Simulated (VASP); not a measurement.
Input of a VASP 6.6.1 run:

INCAR

```
SYSTEM = Fe3Ge
ALGO     = Normal         ! electronic algorithm
EDIFF    = 1E-6           ! SCF threshold, eV
ENCUT    = 520            ! plane-wave cutoff, eV
GGA      = PS             ! functional
ISIF     = 2              ! what is computed and relaxed
ISMEAR   = -1             ! smearing method
LASPH    = .True.         ! aspherical terms in the spheres
LCHARG   = .False.        ! write CHGCAR
LREAL    = .False.        ! projectors in reciprocal space
LWAVE    = .False.        ! write WAVECAR
NBANDS   = 27             ! bands
NELM     = 100            ! most SCF steps
PREC     = Accurate       ! precision mode
SIGMA    = 0.03           ! smearing width, eV
```

The input KPOINTS:

```
k-points
0
Gamma
  9 9 9
  0 0 0
```

POSCAR

```
Fe3Ge
1.0
    3.7786618994      0.0000000000      0.0000000000
    0.0000000000      3.7786618994      0.0000000000
    0.0000000000      0.0000000000      3.7786618994
Fe Ge
3 1
Direct
    0.0000000000      0.5000000000      0.5000000000
    0.5000000000      0.5000000000      0.0000000000
    0.5000000000      0.0000000000      0.5000000000
    0.0000000000      0.0000000000      0.0000000000
```

Potentials or basis: VASP PAW PBE potentials, release 64 (Fe, Ge_d).

Launch:

```sh
$ cat potpaw_PBE.64/Fe/POTCAR potpaw_PBE.64/Ge_d/POTCAR > POTCAR
$ mpirun -np 1 vasp_std > vasp.out
```

(1) What does it give for the band gap on the k mesh?

(2) Predict the pressure.

## Answers

(1) zero (band 19 reaches 5.90 eV, above the bottom of band 20 at 5.53 eV).

(2) -34.3 GPa.

Caveat: the PAW data sets were made with another functional, which shifts forces and pressure a little.
